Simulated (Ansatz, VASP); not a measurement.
One calculation of AlN, two programs

```
Al N
1.0
     3.11100    0.00000    0.00000
    -1.55550    2.69421    0.01684
     0.00000    0.03111    4.97800
Al N
2 2
Direct
  0.33333 0.66667 0.00000
  0.66667 0.33333 0.50000
  0.33333 0.66667 0.38500
  0.66667 0.33333 0.88500
```

Change from the starting cell: strain +0.0125 x Voigt [0, 0, 0, 1, 0, 0], atoms carried along.

Alike in both runs: task single point; functional r2SCAN; k mesh 12 × 12 × 6; occupations gaussian, width 0.05 eV; no spin polarisation.

|  | VASP | Ansatz |
| --- | --- | --- |
| version | VASP 6.6.1 | Ansatz 0.2.0 |
| potentials or method | VASP PAW PBE potentials, release 64 (Al, N), cutoff 520 eV | scalar-relativistic, plane waves, PAW |
| valence electrons in the cell | 16 | 16 |

VASP gave:

| Quantity | Value |
| --- | --- |
| gap on the k mesh at the Fermi level (eV) | 4.83 |
| least direct gap on the mesh (eV) | 4.83 |
| pressure (GPa) | -1.0 |
| traceless stress, the component that is largest in VASP (GPa) | -1.73 |
| rms of the force components (eV/Å) | 0.119 |

Q: Estimate Ansatz's values.

A: gap on the k mesh at the Fermi level (eV): 4.79; least direct gap on the mesh (eV): 4.79; pressure (GPa): -0.6; traceless stress, the component that is largest in VASP (GPa): -1.72; rms of the force components (eV/Å): 0.118.

VASP's potentials were made for PBE, not for r2SCAN. Atom by atom the forces differ by 0.001 eV/Å (rms over components).
